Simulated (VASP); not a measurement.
# Mg2Sn (Fm-3m) in VASP: relaxation of cell and atoms with r2SCAN

Aim: the relaxation of cell and atoms of Mg2Sn with r2SCAN.

Program: VASP 6.6.1. These are calculated values, not measurements. Logs are shortened: lines on timing, memory, paths and dates and some standing lists are left out, and cuts for length are marked.

## (1) The cell of the first run

Symmetry: Fm-3m, No. 225, cubic system. Conventional cell: a = 6.739 Å, b = 6.739 Å, c = 6.739 Å, α = 90.00°, β = 90.00°, γ = 90.00°. Within 3.8 Å of Mg (site symmetry -43m) lie 4 Sn at 2.92 Å and 6 Mg at 3.37 Å. Sn (site symmetry m-3m) has 8 Mg at 2.92 Å within 3.8 Å.

## (2) Relaxation of cell and atoms, r2SCAN

Input file POSCAR:

```
Mg2Sn
1.0
    0.0000000000      3.3695000000      3.3695000000
    3.3695000000      0.0000000000      3.3695000000
    3.3695000000      3.3695000000      0.0000000000
Mg Sn
2 1
Direct
    0.2500000000      0.2500000000      0.2500000000
    0.7500000000      0.7500000000      0.7500000000
    0.0000000000      0.0000000000      0.0000000000
```

Input file INCAR.step1:

```
SYSTEM = Mg2Sn
PREC = Accurate ; ENCUT = 660
ISMEAR = 0 ; SIGMA = 0.01
LREAL = .False. ; LASPH = .True.
NELM = 120 ; GGA = PE
ALGO = Normal ; EDIFF = 1E-5
LWAVE = .True. ; LCHARG = .False.
GGA_COMPAT = .False. ; IBRION = 2
ISIF = 3 ; EDIFFG = -0.005
NELMIN = 4 ; NSW = 100
```

Input file INCAR.step2:

```
SYSTEM = Mg2Sn
PREC = Accurate ; ENCUT = 660
EDIFF = 1E-7 ; ISMEAR = 0
SIGMA = 0.01 ; LREAL = .False.
LASPH = .True. ; NELM = 120
ALGO = Normal ; ISIF = 3
LWAVE = .False. ; LCHARG = .False.
METAGGA = R2SCAN ; LMIXTAU = .True.
IBRION = 2 ; NSW = 100
EDIFFG = -0.005 ; ISTART = 1
GGA_COMPAT = .False. ; NELMIN = 4
```

Input file KPOINTS:

```
regular mesh
0
Gamma
  10 10 10
  0 0 0
```

Potentials or basis: VASP PAW PBE potentials, release 64 (Mg, Sn_d).

Started as:

```
$ cat potpaw_PBE.64/Mg/POTCAR potpaw_PBE.64/Sn_d/POTCAR > POTCAR
$ cp INCAR.step1 INCAR
$ mpirun -np 1 vasp_std > vasp.out
$ cp INCAR.step2 INCAR
$ mpirun -np 1 vasp_std > vasp.out
```

OUTCAR:

```text
SYSTEM = Mg2Sn
   PREC = Accurate
   ENCUT = 660
   EDIFF = 1E-7
   ISMEAR = 0
   LREAL = .False.
   LASPH = .True.
   NELM = 120
   ISIF = 3
   METAGGA = R2SCAN
   IBRION = 2
   NSW = 100
   EDIFFG = -0.005
   ISTART = 1
   NELMIN = 4

 ion  position               nearest neighbor table
   1  0.250  0.250  0.250-   3 2.92   3 2.92   3 2.92   3 2.92   2 3.37   2 3.37   2 3.37   2 3.37
                             2 3.37   2 3.37
   2  0.750  0.750  0.750-   3 2.92   3 2.92   3 2.92   3 2.92   1 3.37   1 3.37   1 3.37   1 3.37
                             1 3.37   1 3.37
   3  0.000  0.000  0.000-   2 2.92   2 2.92   2 2.92   1 2.92   2 2.92   1 2.92   1 2.92   1 2.92

  LATTYP: Found a face centered cubic cell.
 ALAT       =     6.7390000000

  Lattice vectors:

 A1 = (   0.0000000000,   3.3695000000,   3.3695000000)
 A2 = (   3.3695000000,   0.0000000000,   3.3695000000)
 A3 = (   3.3695000000,   3.3695000000,   0.0000000000)

Analysis of symmetry for initial positions (statically):
=====================================================================
 Subroutine PRICEL returns:
 Original cell was already a primitive cell.

 Routine SETGRP: Setting up the symmetry group for a
 face centered cubic supercell.

 Subroutine GETGRP returns: Found 48 space group operations
 (whereof 48 operations were pure point group operations)
 out of a pool of 48 trial point group operations.

The static configuration has the point symmetry O_h .

Analysis of symmetry for dynamics (positions and initial velocities):
=====================================================================
 Subroutine PRICEL returns:
 Original cell was already a primitive cell.

 Routine SETGRP: Setting up the symmetry group for a
 face centered cubic supercell.

 Subroutine GETGRP returns: Found 48 space group operations
 (whereof 48 operations were pure point group operations)
 out of a pool of 48 trial point group operations.

The dynamic configuration has the point symmetry O_h .

 Subroutine INISYM returns: Found 48 space group operations
 (whereof 48 operations are pure point group operations),
 and found     1 'primitive' translations

----------------------------------------------------------------------------------------

                                     Primitive cell

  volume of cell :      76.5114

  direct lattice vectors                    reciprocal lattice vectors
     0.000000000  3.369500000  3.369500000    -0.148389969  0.148389969  0.148389969
     3.369500000  0.000000000  3.369500000     0.148389969 -0.148389969  0.148389969
     3.369500000  3.369500000  0.000000000     0.148389969  0.148389969 -0.148389969

  length of vectors
     4.765192598  4.765192598  4.765192598     0.257018965  0.257018965  0.257018965

  position of ions in fractional coordinates (direct lattice)
     0.250000000  0.250000000  0.250000000
     0.750000000  0.750000000  0.750000000
     0.000000000  0.000000000  0.000000000

  ion indices of the primitive-cell ions
   primitive index   ion index
                 1           1
                 2           2
                 3           3

----------------------------------------------------------------------------------------

 KPOINTS: regular mesh

Automatic generation of k-mesh.
 Grid dimensions read from file:
 generate k-points for:   10   10   10

 Generating k-lattice:

  Cartesian coordinates                     Fractional coordinates (reciprocal lattice)
    -0.014838997  0.014838997  0.014838997     0.100000000  0.000000000  0.000000000
     0.014838997 -0.014838997  0.014838997     0.000000000  0.100000000  0.000000000
     0.014838997  0.014838997 -0.014838997     0.000000000  0.000000000  0.100000000

  Length of vectors
     0.025701897  0.025701897  0.025701897

  Shift w.r.t. Gamma in fractional coordinates (k-lattice)
     0.000000000  0.000000000  0.000000000

 Subroutine IBZKPT returns following result:
 ===========================================

 Found     47 irreducible k-points:

 Following reciprocal coordinates:
            Coordinates               Weight
  0.000000  0.000000  0.000000      1.000000
  0.100000  0.000000  0.000000      8.000000
  0.200000  0.000000  0.000000      8.000000
  0.300000  0.000000  0.000000      8.000000
  0.400000  0.000000  0.000000      8.000000
  0.500000  0.000000  0.000000      4.000000
[... 16 lines left out ...]
  0.300000  0.300000  0.000000      6.000000
  0.400000  0.300000  0.000000     24.000000
 [... further k-points ...]
   k-points           NKPTS =     47   k-points in BZ     NKDIM =     47   number of bands    NBANDS=     13
   number of dos      NEDOS =    301   number of ions     NIONS =      3
   total plane-waves  NPLWV =  64000
   dimension x,y,z NGX =    40 NGY =   40 NGZ =   40
   dimension x,y,z NGXF=    80 NGYF=   80 NGZF=   80
   ions per type =               2   1
   NGX,Y,Z   is equivalent  to a cutoff of  13.96, 13.96, 13.96 a.u.
   NGXF,Y,Z  is equivalent  to a cutoff of  27.91, 27.91, 27.91 a.u.
 SYSTEM =  Mg2Sn
   PREC   = accura    normal or accurate (medium, high low for compatibility)
   ISTART =      1    job   : 0-new  1-cont  2-samecut
   ICHARG =      0    charge: 1-file 2-atom 10-const
   ISPIN  =      1    spin polarized calculation?
   LNONCOLLINEAR =      F non collinear calculations
   LSORBIT =      F    spin-orbit coupling
   LASPH  =      T    aspherical Exc in radial PAW
   ENCUT  =  660.0 eV  48.51 Ry    6.96 a.u.   9.98  9.98  9.98*2*pi/ulx,y,z
   NELM   =    120;   NELMIN=  4; NELMDL=  0     # of ELM steps
   EDIFF  = 0.1E-06   stopping-criterion for ELM
   LREAL  =      F    real-space projection
   EDIFFG = -.5E-02   stopping-criterion for IOM
   NSW    =    100    number of steps for IOM
   IBRION =      2    ionic relax: 0-MD 1-quasi-New 2-CG
   NFREE  =      1    steps in history (QN), initial steepest desc. (CG)
   ISIF   =      3    stress and relaxation
   ISYM   =      2    0-nonsym 1-usesym 2-fastsym
   POTIM  = 0.5000    time-step for ionic-motion
   TEBEG  =    0.0;   TEEND  =   0.0 temperature during run
   PSTRESS=    0.0 pullay stress
   NELECT =      18.0000    total number of electrons
   NUPDOWN=      -1.0000    fix difference up-down
   EMIN   =  10.00;   EMAX   =-10.00  energy-range for DOS
   EFERMI =   0.00;   METHOD = LEGACY
   ISMEAR =     0;   SIGMA  =   0.01  broadening in eV -4-tet -1-fermi 0-gaus
   EFERMI_NEDOS =   21; number of points for ismear=-14 and -15
   IALGO  =     38    algorithm
   IMIX   =      4    mixing-type and parameters
     AMIX     =   0.40;   BMIX     =  1.00
     AMIX_MAG =   1.60;   BMIX_MAG =  1.00
  volume/ion in A,a.u.               =      25.50       172.11
  Fermi-wavevector in a.u.,A,eV,Ry     =   1.010625  1.909805 13.896497  1.021364
  Thomas-Fermi vector in A             =   2.143626
   LORBIT       =      0    0 simple, 1 ext, 2 COOP (PROOUT), +10 PAW based schemes
   METAGGA = R2SCAN    functional components
   LHFCALC =     F    Hartree Fock is set to
   AEXX    =    0.0000 exact exchange contribution
   IVDW    =     0    specifies the selected vdW correction
   LEPSILON=     F    determine dielectric tensor
   LRPA    =     F    only Hartree local field effects (RPA)
 conjugate gradient relaxation of ions
 non-spin polarized calculation
 Gauss-broadening in eV      SIGMA  =   0.01
  energy-cutoff  :      660.00
  volume of cell :       76.51
 maximum number of plane-waves:      2961
   NGX = 19   NGY = 19   NGZ = 19

--------------------------------------- Ionic step        1  -------------------------------------------

 number of electron      18.0000001 magnetization

 Free energy of the ion-electron system (eV)
  ---------------------------------------------------
  ext. energy  EPLUGINS =         0.00000000
  ---------------------------------------------------
  free energy    TOTEN  =       -33.83075838 eV

  energy without entropy =      -33.83075838  energy(sigma->0) =      -33.83075838

------------------------ aborting loop because EDIFF is reached ----------------------------------------

  FORCE on cell =-STRESS in cart. coord.  units (eV):
  Direction    XX          YY          ZZ          XY          YZ          ZX
  --------------------------------------------------------------------------------------
  -------------------------------------------------------------------------------------
  Total        0.1245061      0.1245061      0.1245061     -0.0000000      0.0000000      0.0000000
  in kB        2.6072025      2.6072025      2.6072025     -0.0000000      0.0000000      0.0000000
  external PRESSURE =       2.6072025 kB  Pullay stress =       0.0000000 kB

 VOLUME and BASIS-vectors are now :
 -----------------------------------------------------------------------------
  energy-cutoff  :      660.00
  volume of cell :       76.51
      direct lattice vectors                 reciprocal lattice vectors
     0.000000000  3.369500000  3.369500000    -0.148389969  0.148389969  0.148389969
     3.369500000  0.000000000  3.369500000     0.148389969 -0.148389969  0.148389969
     3.369500000  3.369500000  0.000000000     0.148389969  0.148389969 -0.148389969

 POSITION                                       TOTAL-FORCE (eV/Angst)
 -----------------------------------------------------------------------------------
      1.68475      1.68475      1.68475         0.000000      0.000000     -0.000000
      5.05425      5.05425      5.05425        -0.000000     -0.000000     -0.000000
      0.00000      0.00000      0.00000         0.000000      0.000000      0.000000
 -----------------------------------------------------------------------------------
    total drift:                               -0.000000      0.000000     -0.000000

  FREE ENERGIE OF THE ION-ELECTRON SYSTEM (eV)
  ---------------------------------------------------
  free  energy   TOTEN  =       -33.8307583803 eV

  energy  without entropy=      -33.8307583803  energy(sigma->0) =      -33.83075838

--------------------------------------- Ionic step        2  -------------------------------------------

 number of electron      18.0000002 magnetization

 Free energy of the ion-electron system (eV)
  ---------------------------------------------------
  ext. energy  EPLUGINS =         0.00000000
  ---------------------------------------------------
  free energy    TOTEN  =       -33.83108177 eV

  energy without entropy =      -33.83108177  energy(sigma->0) =      -33.83108177

 E-fermi :   4.3437     XC(G=0):  -9.3106

 val. band max:        4.2148036177   @ k =   0.0000   0.0000   0.0000
 cond. band min:       4.3959664627   @ k =   0.5000   0.5000   0.0000
 fundamental gap:      0.1811628450
 Fermi energy:         4.3437108086

 k-point     1 :       0.0000    0.0000    0.0000
  band No.  band energies     occupation
      1     -17.2440      2.00000
      2     -17.2440      2.00000
      3     -17.2440      2.00000
      4     -17.1963      2.00000
      5     -17.1963      2.00000
      6      -5.2920      2.00000
      7       4.2148      2.00000
      8       4.2148      2.00000
      9       4.2148      2.00000
     10       6.2406      0.00000
     11       6.6180      0.00000
     12       6.6180      0.00000
     13       6.6180      0.00000
[... 353 lines left out ...]
 k-point    24 :       0.4000    0.3000    0.0000
  band No.  band energies     occupation
      1     -17.2465      2.00000
      2     -17.2378      2.00000
      3     -17.2376      2.00000
      4     -17.1981      2.00000
      5     -17.1934      2.00000
      6      -3.9858      2.00000
      7       0.3884      2.00000
      8       1.9682      2.00000
      9       2.3355      2.00000
     10       4.9278      0.00000
     11       5.5465      0.00000
     12       9.7541      0.00000
     13       9.8067      0.00000

 [... further k-points ...]

------------------------ aborting loop because EDIFF is reached ----------------------------------------

  FORCE on cell =-STRESS in cart. coord.  units (eV):
  Direction    XX          YY          ZZ          XY          YZ          ZX
  --------------------------------------------------------------------------------------
  -------------------------------------------------------------------------------------
  Total       -0.0104153     -0.0104153     -0.0104153      0.0000000     -0.0000000      0.0000000
  in kB       -0.2167949     -0.2167949     -0.2167949      0.0000000     -0.0000000      0.0000000
  external PRESSURE =      -0.2167949 kB  Pullay stress =       0.0000000 kB

 VOLUME and BASIS-vectors are now :
 -----------------------------------------------------------------------------
  energy-cutoff  :      660.00
  volume of cell :       76.97
      direct lattice vectors                 reciprocal lattice vectors
    -0.000000000  3.376246305  3.376246305    -0.148093461  0.148093461  0.148093461
     3.376246305 -0.000000000  3.376246305     0.148093461 -0.148093461  0.148093461
     3.376246305  3.376246305  0.000000000     0.148093461  0.148093461 -0.148093461

 POSITION                                       TOTAL-FORCE (eV/Angst)
 -----------------------------------------------------------------------------------
      1.68812      1.68812      1.68812         0.000000      0.000000      0.000000
      5.06437      5.06437      5.06437        -0.000000     -0.000000     -0.000000
      3.37625     -0.00000      3.37625        -0.000000      0.000000     -0.000000
 -----------------------------------------------------------------------------------
    total drift:                               -0.000000      0.000000      0.000000

  FREE ENERGIE OF THE ION-ELECTRON SYSTEM (eV)
  ---------------------------------------------------
  free  energy   TOTEN  =       -33.8310817693 eV

  energy  without entropy=      -33.8310817693  energy(sigma->0) =      -33.83108177

 reached required accuracy - stopping structural energy minimisation
```

Wall time 4.1 min (1 thread of Intel Xeon 6975P-C (Granite Rapids), shared host); peak memory 0.32 GiB.

Results:

```yaml
Free_energy: -33.8311 eV
Relaxed_volume: 25.66 Å³/atom
Relaxed_cell: a = 4.775 Å, b = 4.775 Å, c = 4.775 Å, α = 60.00°, β = 60.00°, γ = 60.00°
Space_group_after_relaxing_to_0.1_Å: Fm-3m (No. 225)
Energy_gained_by_relaxing: 0.1 meV/atom
Ionic_steps: 2
Pressure_after_relaxing: 0.0 GPa
```

Step by step:
```
step  energy change (eV)  largest force (eV/Å)  pressure (GPa)  volume (Å³)
   1              0.0000                0.0000            0.26        76.51
   2             -0.0003                0.0000           -0.02        76.97
```

Final structure:
```yaml
crystal:
  lattice:
    - [0.00000, 3.37625, 3.37625]
    - [3.37625, 0.00000, 3.37625]
    - [3.37625, 3.37625, 0.00000]
  atoms:
    - { symbol: Mg, position: [0.25000, 0.25000, 0.25000] }
    - { symbol: Mg, position: [0.75000, 0.75000, 0.75000] }
    - { symbol: Sn, position: [0.00000, 0.00000, 0.00000] }
```

Caveat: the PAW data sets were made with another functional, which shifts forces and pressure a little; spin-orbit coupling is left out, which moves the levels of the heavy elements.
